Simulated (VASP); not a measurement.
# Pd (Fm-3m) in VASP: relaxation of cell and atoms with PBE

Aim: the relaxation of cell and atoms of Pd with PBE.

Program: VASP 6.6.1. These are calculated values, not measurements. Logs are shortened: lines on timing, memory, paths and dates and some standing lists are left out, and cuts for length are marked.

## 1. The cell of the first run

It takes space group Fm-3m (No. 225, cubic). Conventional cell: a = 3.943 Å, b = 3.943 Å, c = 3.943 Å, α = 90.00°, β = 90.00°, γ = 90.00°. Pd (site symmetry m-3m) has 12 Pd at 2.79 Å within 3.7 Å.

## 2. Relaxation of cell and atoms, PBE

Contents of INCAR:

```
PREC     = Accurate       # precision mode
ENCUT    = 600            # plane-wave cutoff, eV
EDIFF    = 1E-6           # SCF threshold, eV
ISMEAR   = -1             # smearing method
SIGMA    = 0.15           # smearing width, eV
LREAL    = False          # projectors in reciprocal space
LASPH    = True           # aspherical terms in the spheres
NELM     = 60             # most SCF steps
ALGO     = Fast           # electronic algorithm
ISIF     = 3              # what is computed and relaxed
LWAVE    = False          # write WAVECAR
LCHARG   = False          # write CHGCAR
GGA      = PE             # functional
IBRION   = 2              # ionic algorithm
NSW      = 80             # ionic steps
EDIFFG   = -0.001         # ionic threshold
```

Contents of KPOINTS:

```
regular mesh
0
Gamma
  16 16 16
```

Contents of POSCAR:

```
Pd
1.0
    0.0000000000      1.9717095683      1.9717095683
    1.9717095683      0.0000000000      1.9717095683
    1.9717095683      1.9717095683      0.0000000000
Pd
1
Direct
    0.0000000000      0.0000000000      0.0000000000
```

Potentials or basis: VASP PAW PBE potentials, release 64 (Pd).

The run is started by

```
> cat potpaw_PBE.64/Pd/POTCAR > POTCAR
> mpirun -np 1 vasp_std > vasp.out
```

OUTCAR:

```text
PREC = Accurate
   ENCUT = 600
   EDIFF = 1E-6
   ISMEAR = -1
   LREAL = False
   LASPH = True
   NELM = 60
   ISIF = 3
   GGA = PE
   IBRION = 2
   NSW = 80
   EDIFFG = -0.001

 ion  position               nearest neighbor table
   1  0.000  0.000  0.000-

  LATTYP: Found a face centered cubic cell.
 ALAT       =     3.9434191366

  Lattice vectors:

 A1 = (   0.0000000000,   1.9717095683,   1.9717095683)
 A2 = (   1.9717095683,   0.0000000000,   1.9717095683)
 A3 = (   1.9717095683,   1.9717095683,   0.0000000000)

Analysis of symmetry for initial positions (statically):
=====================================================================
 Subroutine PRICEL returns:
 Original cell was already a primitive cell.

 Routine SETGRP: Setting up the symmetry group for a
 face centered cubic supercell.

 Subroutine GETGRP returns: Found 48 space group operations
 (whereof 48 operations were pure point group operations)
 out of a pool of 48 trial point group operations.

The static configuration has the point symmetry O_h .

Analysis of symmetry for dynamics (positions and initial velocities):
=====================================================================
 Subroutine PRICEL returns:
 Original cell was already a primitive cell.

 Routine SETGRP: Setting up the symmetry group for a
 face centered cubic supercell.

 Subroutine GETGRP returns: Found 48 space group operations
 (whereof 48 operations were pure point group operations)
 out of a pool of 48 trial point group operations.

The dynamic configuration has the point symmetry O_h .

 Subroutine INISYM returns: Found 48 space group operations
 (whereof 48 operations are pure point group operations),
 and found     1 'primitive' translations

----------------------------------------------------------------------------------------

                                     Primitive cell

  volume of cell :      15.3306

  direct lattice vectors                    reciprocal lattice vectors
     0.000000000  1.971709568  1.971709568    -0.253587043  0.253587043  0.253587043
     1.971709568  0.000000000  1.971709568     0.253587043 -0.253587043  0.253587043
     1.971709568  1.971709568  0.000000000     0.253587043  0.253587043 -0.253587043

  length of vectors
     2.788418413  2.788418413  2.788418413     0.439225643  0.439225643  0.439225643

  position of ions in fractional coordinates (direct lattice)
[... 88 lines left out ...]
   NELECT =      10.0000    total number of electrons
   NUPDOWN=      -1.0000    fix difference up-down
   EMIN   =  10.00;   EMAX   =-10.00  energy-range for DOS
   EFERMI =   0.00;   METHOD = LEGACY
   ISMEAR =    -1;   SIGMA  =   0.15  broadening in eV -4-tet -1-fermi 0-gaus
   EFERMI_NEDOS =   21; number of points for ismear=-14 and -15
   IALGO  =     68    algorithm
   IMIX   =      4    mixing-type and parameters
     AMIX     =   0.40;   BMIX     =  1.00
     AMIX_MAG =   1.60;   BMIX_MAG =  1.00
  volume/ion in A,a.u.               =      15.33       103.46
  Fermi-wavevector in a.u.,A,eV,Ry     =   1.419783  2.683000 27.426393  2.015783
  Thomas-Fermi vector in A             =   2.540767
   LORBIT       =      0    0 simple, 1 ext, 2 COOP (PROOUT), +10 PAW based schemes
   GGA     = PE    functional components
   LHFCALC =     F    Hartree Fock is set to
   AEXX    =    0.0000 exact exchange contribution
   IVDW    =     0    specifies the selected vdW correction
   LEPSILON=     F    determine dielectric tensor
   LRPA    =     F    only Hartree local field effects (RPA)
 conjugate gradient relaxation of ions
 non-spin polarized calculation
 RMM-DIIS sequential band-by-band and
  energy-cutoff  :      600.00
  volume of cell :       15.33
 maximum number of plane-waves:       532
 NGX is ok and might be reduce to    24
   NGX = 11   NGY = 11   NGZ = 11

--------------------------------------- Ionic step        1  -------------------------------------------

 number of electron      10.0000000 magnetization

 Free energy of the ion-electron system (eV)
  ---------------------------------------------------
  ext. energy  EPLUGINS =         0.00000000
  ---------------------------------------------------
  free energy    TOTEN  =        -5.29064026 eV

  energy without entropy =       -5.16568809  energy(sigma->0) =       -5.22816418

------------------------ aborting loop because EDIFF is reached ----------------------------------------

  FORCE on cell =-STRESS in cart. coord.  units (eV):
  Direction    XX          YY          ZZ          XY          YZ          ZX
  --------------------------------------------------------------------------------------
  -------------------------------------------------------------------------------------
  Total        0.0431687      0.0431687      0.0431687      0.0000000      0.0000000      0.0000000
  in kB        4.5114964      4.5114964      4.5114964      0.0000000      0.0000000      0.0000000
  external PRESSURE =       4.5114964 kB  Pullay stress =       0.0000000 kB
[... 57 lines left out ...]
--------------------------------------- Ionic step        3  -------------------------------------------

 number of electron      10.0000000 magnetization

 Free energy of the ion-electron system (eV)
  ---------------------------------------------------
  ext. energy  EPLUGINS =         0.00000000
  ---------------------------------------------------
  free energy    TOTEN  =        -5.29067075 eV

  energy without entropy =       -5.16553067  energy(sigma->0) =       -5.22810071

 E-fermi :   9.1798     XC(G=0): -12.9335

 val. band max:        9.1698273592   @ k =   0.5000   0.2500   0.0000
 cond. band min:       9.1874989286   @ k =  -0.4375   0.3750   0.0625
 fundamental gap:      0.0176715694
 Fermi energy:         9.1798087228

 k-point     1 :       0.0000    0.0000    0.0000
  band No.  band energies     occupation
      1       2.2835      2.00000
      2       6.4572      2.00000
      3       6.4572      2.00000
      4       6.4572      2.00000
      5       7.9592      1.99942
      6       7.9592      1.99942
      7      26.2815      0.00000
      8      30.8227      0.00000
      9      30.8227      0.00000
[... 265 lines left out ...]
 k-point    24 :      -0.0625    0.0625    0.0000
  band No.  band energies     occupation
      1       2.6436      2.00000
      2       6.3205      2.00000
      3       6.5676      2.00000
      4       6.6029      2.00000
      5       7.8348      1.99974
      6       7.9827      1.99932
      7      26.5996      0.00000
      8      29.0026      0.00000
      9      30.5510      0.00000

 [... further k-points ...]
[... 5 lines left out ...]
  --------------------------------------------------------------------------------------
  -------------------------------------------------------------------------------------
  Total        0.0000469      0.0000469      0.0000469      0.0000000      0.0000000      0.0000000
  in kB        0.0048886      0.0048886      0.0048886      0.0000000      0.0000000      0.0000000
  external PRESSURE =       0.0048886 kB  Pullay stress =       0.0000000 kB
[... 16 lines left out ...]
  FREE ENERGIE OF THE ION-ELECTRON SYSTEM (eV)
  ---------------------------------------------------
  free  energy   TOTEN  =        -5.2906707456 eV

  energy  without entropy=       -5.1655306700  energy(sigma->0) =       -5.22810071

 reached required accuracy - stopping structural energy minimisation
```

CONTCAR:

```text
Pd
   1.00000000000000
     0.0000000000000000    1.9729806346508414    1.9729806346508414
     1.9729806346508414    0.0000000000000000    1.9729806346508414
     1.9729806346508414    1.9729806346508414    0.0000000000000000
  Pd
     1
Direct
     0.0000000000000000    0.0000000000000000    0.0000000000000000

  0.00000000E+00  0.00000000E+00  0.00000000E+00
```

Run time: 20 s. Hardware: 1 thread of Intel Xeon 6975P-C, shared host; peak memory 0.16 GiB.

What came out:

* Free energy: -5.2907 eV
* Relaxed volume: 15.36 Å³/atom
* Relaxed cell: a = 2.790 Å, b = 2.790 Å, c = 2.790 Å, α = 60.00°, β = 60.00°, γ = 60.00°
* Space group after relaxing (to 0.05 Å): Fm-3m (No. 225)
* Energy gained by relaxing: 0.0 meV/atom
* Ionic steps: 3
* Pressure after relaxing: 0.0 GPa
* Band gap on the k mesh: zero (band 5 reaches 9.38 eV, above the bottom of band 6 at 7.90 eV)

Final structure:
```xyz
1
Lattice="0.0000 1.9730 1.9730 1.9730 0.0000 1.9730 1.9730 1.9730 0.0000" Properties=species:S:1:pos:R:3 pbc="T T T"
Pd    0.0000    0.0000    0.0000
```

Levels at points of the mesh, in eV from the Fermi level:
| k point | band 1 | band 2 | band 3 | band 4 | band 5 | band 6 | band 7 | band 8 | band 9 |
| --- | --- | --- | --- | --- | --- | --- | --- | --- | --- |
| (0.00, 0.00, 0.00) | -6.90 | -2.72 | -2.72 | -2.72 | -1.22 | -1.22 | 17.10 | 21.64 | 21.64 |
| (0.50, 0.00, 0.00) | -5.05 | -2.77 | -2.77 | -0.09 | -0.09 | 1.04 | 6.94 | 16.44 | 20.64 |
| (0.50, 0.50, 0.00) | -5.12 | -4.85 | -0.12 | 0.20 | 0.20 | 3.29 | 10.29 | 12.92 | 12.92 |
